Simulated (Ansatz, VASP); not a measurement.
# Bi in VASP and in Ansatz

```xyz
1
Lattice="0.0000 2.4716 2.4716 2.4716 0.0000 2.4716 2.4716 2.4716 0.0000" Properties=species:S:1:pos:R:3 pbc="T T T"
Bi    0.0000    0.0000    0.0000
```

Alike in both runs: functional PBEsol; k mesh 20 × 20 × 20; occupations gaussian, width 0.1 eV; no spin polarisation.

Ansatz relaxed the structure, and its values are those at the end. VASP's run is a single point on that final structure, the one shown.

|  | VASP | Ansatz |
| --- | --- | --- |
| version | VASP 6.6.1 | Ansatz 0.2.0 |
| potentials or method | VASP PAW PBE potentials, release 64 (Bi_d), cutoff 520 eV | scalar-relativistic, plane waves, PAW |
| valence electrons in the cell | 15 | 15 |

```csv
,VASP,Ansatz,Ansatz less VASP
gap on the k mesh at the Fermi level (eV),none,none,-
pressure (GPa),0.0,0.0,+0.03
```

VASP's potentials were made for PBE, not for PBEsol. A gap of «none» marks a metal or a gap that the smearing closes.

Spin-orbit coupling is off throughout.
